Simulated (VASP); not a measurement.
Here is a VASP 6.6.1 calculation.

File INCAR:

```
SYSTEM = TiTe2
  PREC = Accurate
  ENCUT = 520
  EDIFF = 1E-6
  ISMEAR = 0
  SIGMA = 0.15
  LREAL = .False.
  LASPH = .True.
  NELM = 80
  ALGO = Normal
  ISIF = 2
  LWAVE = .False.
  LCHARG = .True.
  GGA = PE
  LELF = .True.
  LVHAR = .True.
  NBANDS = 19
```

File KPOINTS:

```
regular mesh
0
Gamma
  12 12 8
  0 0 0
```

Contents of POSCAR:

```
TiTe2
1.0
    3.7770008876      0.0000000000      0.0000000000
   -1.8885004438      3.2709787188      0.0000000000
    0.0000000000      0.0000000000      6.4980000000
Ti Te
1 2
Direct
   -0.0075217957     -0.0150435913      0.0059301837
    0.6666666667      0.3333333333      0.2628000000
    0.3333333333      0.6666666667      0.7372000000
```

Potentials or basis: VASP PAW PBE potentials, release 64 (Ti_sv, Te).

Launch:

```bash
$ cat potpaw_PBE.64/Ti_sv/POTCAR potpaw_PBE.64/Te/POTCAR > POTCAR
$ mpirun -np 1 vasp_std > vasp.out
```

(1) Estimate the largest force.

(2) What does it give for the pressure?

(3) What does it give for the band gap on the k mesh?

Answers

(1) 0.458 eV/Å.

(2) 1.0 GPa.

(3) zero (bands 12 and 13 overlap by 0.65 eV).

Caveat: the cell differs from its parent crystal (all Ti atoms moved +0.062 Å, as atom 1 towards its neighbour atom 2 (Te) at 2.770 Å); spin-orbit coupling is left out, which moves the levels of the heavy elements; this functional lacks dispersion, which binds layers or chains, so the pressure and a relaxed spacing across them are unreliable.
